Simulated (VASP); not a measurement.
# BaTiO3 (Pm-3m) in VASP: notebook

Runs on BaTiO3. Level: r2SCAN. Tasks: single point.

Program: VASP 6.6.1. These are calculated values, not measurements. Logs are shortened: lines on timing, memory, paths and dates and some standing lists are left out, and cuts for length are marked.

## Step 1: The cell of the first run

The structure is cubic, space group Pm-3m (No. 221). Conventional cell: a = 3.994 Å, b = 3.994 Å, c = 3.994 Å, α = 90.00°, β = 90.00°, γ = 90.00°. Ba (site symmetry m-3m) has 12 O at 2.82 Å and 8 Ti at 3.46 Å within 3.7 Å. Within 2.6 Å of O (site symmetry 4/mmm) lie 2 Ti at 2.00 Å. Ti (site symmetry m-3m) has 6 O at 2.00 Å within 2.6 Å.

## Step 2: Single point, r2SCAN

Contents of POSCAR:

```
BaTiO3
1.0
    3.9939729963      0.0000000000      0.0000000000
    0.0000000000      3.9939729963      0.0000000000
    0.0000000000      0.0000000000      3.9939729963
Ba O Ti
1 3 1
Direct
    0.0000000000      0.0000000000      0.0000000000
    0.5000000000      0.5000000000      0.0000000000
    0.0000000000      0.5000000000      0.5000000000
    0.5000000000      0.0000000000      0.5000000000
    0.5000000000      0.5000000000      0.5000000000
```

Contents of INCAR.step1:

```
ALGO = Normal ; EDIFF = 1E-4
ENCUT = 520 ; GGA = PE
ISMEAR = -1 ; LASPH = True
LCHARG = False ; LREAL = False
LWAVE = True ; NBANDS = 28
NELM = 100 ; PREC = Accurate
SIGMA = 0.1
```

Contents of INCAR.step2:

```
ALGO = Normal ; EDIFF = 1E-6
ENCUT = 520 ; ISIF = 2
ISMEAR = -1 ; ISTART = 1
LASPH = True ; LCHARG = True
LELF = True ; LMIXTAU = True
LREAL = False ; LVHAR = True
LWAVE = False ; METAGGA = R2SCAN
NBANDS = 28 ; NELM = 100
PREC = Accurate ; SIGMA = 0.1
```

Contents of KPOINTS:

```
k-points
0
Gamma
  5 5 5
```

Potentials or basis: VASP PAW PBE potentials, release 64 (Ba_sv, O, Ti_sv).

Run with:

```bash
> cat potpaw_PBE.64/Ba_sv/POTCAR potpaw_PBE.64/O/POTCAR potpaw_PBE.64/Ti_sv/POTCAR > POTCAR
> cp INCAR.step1 INCAR
> mpirun -np 1 vasp_std > vasp.out
> cp INCAR.step2 INCAR
> mpirun -np 1 vasp_std > vasp.out
```

OUTCAR:

```text
EDIFF = 1E-6
   ENCUT = 520
   ISIF = 2
   ISMEAR = -1
   ISTART = 1
   LASPH = True
   LREAL = False
   METAGGA = R2SCAN
   NELM = 100
   PREC = Accurate

 ion  position               nearest neighbor table
   1  0.000  0.000  0.000-   2 2.82   3 2.82   4 2.82   3 2.82   4 2.82   2 2.82   3 2.82   3 2.82
                             2 2.82   4 2.82   4 2.82   2 2.82   5 3.46   5 3.46   5 3.46   5 3.46
   2  0.500  0.500  0.000-   5 2.00   5 2.00   1 2.82   1 2.82   1 2.82   1 2.82
   3  0.000  0.500  0.500-   5 2.00   5 2.00   1 2.82   1 2.82   1 2.82   1 2.82
   4  0.500  0.000  0.500-   5 2.00   5 2.00   1 2.82   1 2.82   1 2.82   1 2.82
   5  0.500  0.500  0.500-   2 2.00   3 2.00   4 2.00   2 2.00   4 2.00   3 2.00   1 3.46   1 3.46
                             1 3.46   1 3.46   1 3.46   1 3.46   1 3.46   1 3.46

  LATTYP: Found a simple cubic cell.
 ALAT       =     3.9939729963

  Lattice vectors:

 A1 = (   3.9939729963,   0.0000000000,   0.0000000000)
 A2 = (   0.0000000000,   3.9939729963,   0.0000000000)
 A3 = (   0.0000000000,   0.0000000000,   3.9939729963)

Analysis of symmetry for initial positions (statically):
=====================================================================
 Subroutine PRICEL returns:
 Original cell was already a primitive cell.

 Routine SETGRP: Setting up the symmetry group for a
 simple cubic supercell.

 Subroutine GETGRP returns: Found 48 space group operations
 (whereof 48 operations were pure point group operations)
 out of a pool of 48 trial point group operations.

The static configuration has the point symmetry O_h .

Analysis of symmetry for dynamics (positions and initial velocities):
=====================================================================
 Subroutine PRICEL returns:
 Original cell was already a primitive cell.

 Routine SETGRP: Setting up the symmetry group for a
 simple cubic supercell.

 Subroutine GETGRP returns: Found 48 space group operations
 (whereof 48 operations were pure point group operations)
 out of a pool of 48 trial point group operations.

The dynamic configuration has the point symmetry O_h .

 Subroutine INISYM returns: Found 48 space group operations
 (whereof 48 operations are pure point group operations),
 and found     1 'primitive' translations

----------------------------------------------------------------------------------------

                                     Primitive cell

  volume of cell :      63.7111

  direct lattice vectors                    reciprocal lattice vectors
     3.993972996  0.000000000  0.000000000     0.250377256  0.000000000  0.000000000
     0.000000000  3.993972996  0.000000000     0.000000000  0.250377256  0.000000000
     0.000000000  0.000000000  3.993972996     0.000000000  0.000000000  0.250377256

  length of vectors
     3.993972996  3.993972996  3.993972996     0.250377256  0.250377256  0.250377256

  position of ions in fractional coordinates (direct lattice)
     0.000000000  0.000000000  0.000000000
     0.500000000  0.500000000  0.000000000
     0.000000000  0.500000000  0.500000000
     0.500000000  0.000000000  0.500000000
     0.500000000  0.500000000  0.500000000

  ion indices of the primitive-cell ions
   primitive index   ion index
                 1           1
                 2           2
                 3           3
                 4           4
                 5           5

----------------------------------------------------------------------------------------

 KPOINTS: k-points

Automatic generation of k-mesh.
 Grid dimensions read from file:
 generate k-points for:    5    5    5

 Generating k-lattice:

  Cartesian coordinates                     Fractional coordinates (reciprocal lattice)
     0.050075451  0.000000000  0.000000000     0.200000000  0.000000000  0.000000000
     0.000000000  0.050075451  0.000000000     0.000000000  0.200000000  0.000000000
     0.000000000  0.000000000  0.050075451     0.000000000  0.000000000  0.200000000

  Length of vectors
     0.050075451  0.050075451  0.050075451

  Shift w.r.t. Gamma in fractional coordinates (k-lattice)
     0.000000000  0.000000000  0.000000000

 Subroutine IBZKPT returns following result:
 ===========================================

 Found     10 irreducible k-points:

 Following reciprocal coordinates:
            Coordinates               Weight
  0.000000  0.000000  0.000000      1.000000
  0.200000  0.000000  0.000000      6.000000
  0.400000  0.000000  0.000000      6.000000
  0.200000  0.200000  0.000000     12.000000
  0.400000  0.200000  0.000000     24.000000
  0.400000  0.400000  0.000000     12.000000
  0.200000  0.200000  0.200000      8.000000
  0.400000  0.200000  0.200000     24.000000
  0.400000  0.400000  0.200000     24.000000
  0.400000  0.400000  0.400000      8.000000
   k-points           NKPTS =     10   k-points in BZ     NKDIM =     10   number of bands    NBANDS=     28
   number of dos      NEDOS =    301   number of ions     NIONS =      5
   total plane-waves  NPLWV =  27000
   dimension x,y,z NGX =    30 NGY =   30 NGZ =   30
   dimension x,y,z NGXF=    60 NGYF=   60 NGZF=   60
   ions per type =               1   3   1
   NGX,Y,Z   is equivalent  to a cutoff of  12.49, 12.49, 12.49 a.u.
   NGXF,Y,Z  is equivalent  to a cutoff of  24.97, 24.97, 24.97 a.u.
 SYSTEM =  unknown system
   PREC   = accura    normal or accurate (medium, high low for compatibility)
   ISTART =      1    job   : 0-new  1-cont  2-samecut
   ICHARG =      0    charge: 1-file 2-atom 10-const
   ISPIN  =      1    spin polarized calculation?
   LNONCOLLINEAR =      F non collinear calculations
   LSORBIT =      F    spin-orbit coupling
   LASPH  =      T    aspherical Exc in radial PAW
   ENCUT  =  520.0 eV  38.22 Ry    6.18 a.u.   7.43  7.43  7.43*2*pi/ulx,y,z
   NELM   =    100;   NELMIN=  2; NELMDL=  0     # of ELM steps
   EDIFF  = 0.1E-05   stopping-criterion for ELM
   LREAL  =      F    real-space projection
   EDIFFG = 0.1E-04   stopping-criterion for IOM
   NSW    =      0    number of steps for IOM
   IBRION =     -1    ionic relax: 0-MD 1-quasi-New 2-CG
   NFREE  =      0    steps in history (QN), initial steepest desc. (CG)
   ISIF   =      2    stress and relaxation
   ISYM   =      2    0-nonsym 1-usesym 2-fastsym
   POTIM  = 0.5000    time-step for ionic-motion
   TEBEG  =    0.0;   TEEND  =   0.0 temperature during run
   PSTRESS=    0.0 pullay stress
   NELECT =      40.0000    total number of electrons
   NUPDOWN=      -1.0000    fix difference up-down
   EMIN   =  10.00;   EMAX   =-10.00  energy-range for DOS
   EFERMI =   0.00;   METHOD = LEGACY
   ISMEAR =    -1;   SIGMA  =   0.10  broadening in eV -4-tet -1-fermi 0-gaus
   EFERMI_NEDOS =   21; number of points for ismear=-14 and -15
   IALGO  =     38    algorithm
   IMIX   =      4    mixing-type and parameters
     AMIX     =   0.40;   BMIX     =  1.00
     AMIX_MAG =   1.60;   BMIX_MAG =  1.00
  volume/ion in A,a.u.               =      12.74        85.99
  Fermi-wavevector in a.u.,A,eV,Ry     =   1.401812  2.649040 26.736486  1.965076
  Thomas-Fermi vector in A             =   2.524636
   LORBIT       =      0    0 simple, 1 ext, 2 COOP (PROOUT), +10 PAW based schemes
   METAGGA = R2SCAN    functional components
   LHFCALC =     F    Hartree Fock is set to
   AEXX    =    0.0000 exact exchange contribution
   IVDW    =     0    specifies the selected vdW correction
   LEPSILON=     F    determine dielectric tensor
   LRPA    =     F    only Hartree local field effects (RPA)
 non-spin polarized calculation
  energy-cutoff  :      520.00
  volume of cell :       63.71
 maximum number of plane-waves:      1743
 NGX is ok and might be reduce to    30
   NGX = 15   NGY = 15   NGZ = 15

 number of electron      39.9999976 magnetization

 Free energy of the ion-electron system (eV)
  ---------------------------------------------------
  ext. energy  EPLUGINS =         0.00000000
  ---------------------------------------------------
  free energy    TOTEN  =       -74.22744045 eV

  energy without entropy =      -74.22743233  energy(sigma->0) =      -74.22743639

 E-fermi :   4.6648     XC(G=0): -11.9559

 val. band max:        3.4621674534   @ k =   0.4000   0.4000   0.4000
 cond. band min:       5.7281286254   @ k =   0.0000   0.0000   0.0000
 fundamental gap:      2.2659611720
 Fermi energy:         4.6648002116

 k-point     1 :       0.0000    0.0000    0.0000
  band No.  band energies     occupation
      1     -55.2755      2.00000
      2     -30.4369      2.00000
      3     -30.4369      2.00000
      4     -30.4369      2.00000
      5     -21.8745      2.00000
      6     -14.2925      2.00000
[... 20 lines left out ...]
     27       9.1917      0.00000
     28      11.9671      0.00000

 k-point     2 :       0.2000    0.0000    0.0000
  band No.  band energies     occupation
      1     -55.2751      2.00000
      2     -30.4576      2.00000
      3     -30.4362      2.00000
      4     -30.4362      2.00000
      5     -21.8290      2.00000
      6     -14.3336      2.00000
[... 20 lines left out ...]
     27       9.9715      0.00000
     28      12.8796      0.00000

 k-point     3 :       0.4000    0.0000    0.0000
  band No.  band energies     occupation
      1     -55.2744      2.00000
      2     -30.4909      2.00000
      3     -30.4350      2.00000
      4     -30.4350      2.00000
      5     -21.7533      2.00000
      6     -14.4998      2.00000
[... 20 lines left out ...]
     27      11.5411      0.00000
     28      12.5254      0.00000

 k-point     4 :       0.2000    0.2000    0.0000
  band No.  band energies     occupation
      1     -55.2747      2.00000
      2     -30.4571      2.00000
      3     -30.4564      2.00000
      4     -30.4355      2.00000
      5     -21.7891      2.00000
      6     -14.2888      2.00000
[... 20 lines left out ...]
     27      10.7132      0.00000
     28      12.8740      0.00000

 k-point     5 :       0.4000    0.2000    0.0000
  band No.  band energies     occupation
      1     -55.2740      2.00000
      2     -30.4898      2.00000
      3     -30.4553      2.00000
      4     -30.4343      2.00000
      5     -21.7230      2.00000
      6     -14.3395      2.00000
[... 20 lines left out ...]
     27      12.2815      0.00000
     28      13.1331      0.00000

 k-point     6 :       0.4000    0.4000    0.0000
  band No.  band energies     occupation
      1     -55.2734      2.00000
      2     -30.4881      2.00000
      3     -30.4878      2.00000
      4     -30.4332      2.00000
      5     -21.6728      2.00000
      6     -14.0831      2.00000
[... 20 lines left out ...]
     27      12.4947      0.00000
     28      13.9949      0.00000

 k-point     7 :       0.2000    0.2000    0.2000
  band No.  band energies     occupation
      1     -55.2743      2.00000
      2     -30.4565      2.00000
      3     -30.4556      2.00000
      4     -30.4556      2.00000
      5     -21.7535      2.00000
      6     -14.1984      2.00000
[... 20 lines left out ...]
     27      11.0347      0.00000
     28      12.5550      0.00000

 k-point     8 :       0.4000    0.2000    0.2000
  band No.  band energies     occupation
      1     -55.2736      2.00000
      2     -30.4887      2.00000
      3     -30.4548      2.00000
      4     -30.4544      2.00000
      5     -21.6946      2.00000
      6     -14.1719      2.00000
[... 20 lines left out ...]
     27      12.2296      0.00000
     28      12.9962      0.00000

 k-point     9 :       0.4000    0.4000    0.2000
  band No.  band energies     occupation
      1     -55.2730      2.00000
      2     -30.4872      2.00000
      3     -30.4869      2.00000
      4     -30.4533      2.00000
      5     -21.6479      2.00000
      6     -13.8999      2.00000
[... 20 lines left out ...]
     27      12.5537      0.00000
     28      12.8096      0.00000

 k-point    10 :       0.4000    0.4000    0.4000
  band No.  band energies     occupation
      1     -55.2723      2.00000
      2     -30.4858      2.00000
      3     -30.4855      2.00000
      4     -30.4855      2.00000
      5     -21.6070      2.00000
      6     -13.5871      2.00000
[... 20 lines left out ...]
     27      11.7174      0.00000
     28      11.7174      0.00000

------------------------ aborting loop because EDIFF is reached ----------------------------------------

  FORCE on cell =-STRESS in cart. coord.  units (eV):
  Direction    XX          YY          ZZ          XY          YZ          ZX
  --------------------------------------------------------------------------------------
  -------------------------------------------------------------------------------------
  Total        0.7936396      0.7936396      0.7936396      0.0000000      0.0000000     -0.0000000
  in kB       19.9580700     19.9580700     19.9580700      0.0000000      0.0000000     -0.0000000
  external PRESSURE =      19.9580700 kB  Pullay stress =       0.0000000 kB

 VOLUME and BASIS-vectors are now :
 -----------------------------------------------------------------------------
  energy-cutoff  :      520.00
  volume of cell :       63.71
      direct lattice vectors                 reciprocal lattice vectors
     3.993972996  0.000000000  0.000000000     0.250377256  0.000000000  0.000000000
     0.000000000  3.993972996  0.000000000     0.000000000  0.250377256  0.000000000
     0.000000000  0.000000000  3.993972996     0.000000000  0.000000000  0.250377256

 POSITION                                       TOTAL-FORCE (eV/Angst)
 -----------------------------------------------------------------------------------
      0.00000      0.00000      0.00000         0.000000      0.000000      0.000000
      1.99699      1.99699      0.00000         0.000000      0.000000      0.000000
      0.00000      1.99699      1.99699         0.000000      0.000000      0.000000
      1.99699      0.00000      1.99699         0.000000      0.000000      0.000000
      1.99699      1.99699      1.99699         0.000000      0.000000      0.000000
 -----------------------------------------------------------------------------------
    total drift:                                0.000000      0.000000     -0.000000

  FREE ENERGIE OF THE ION-ELECTRON SYSTEM (eV)
  ---------------------------------------------------
  free  energy   TOTEN  =       -74.2274404543 eV

  energy  without entropy=      -74.2274323282  energy(sigma->0) =      -74.22743639
```

Wall time 46 s (1 thread of AMD EPYC 9R45 (Zen 5), shared host); peak memory 0.15 GiB.

What came out:

| Quantity | Value |
| --- | --- |
| Free energy | -74.2274 eV |
| Pressure | 2.0 GPa |
| Band gap on the k mesh | 2.27 eV (least direct gap 2.30 eV) |

Levels at points of the mesh, in eV from the valence-band top:
```tsv
k point	band 16	band 17	band 18	band 19	band 20	band 21	band 22	band 23	band 24	band 25
(0.00, 0.00, 0.00)	-1.01	-1.01	-0.03	-0.03	-0.03	2.27	2.27	2.27	4.33	4.33
```

Caveat: the PAW data sets were made with another functional, which shifts forces and pressure a little; spin-orbit coupling is left out, which moves the levels of the heavy elements; an odd mesh through Γ misses points on the zone boundary, where band edges can lie.

(Part 1 of 2 ends here.)
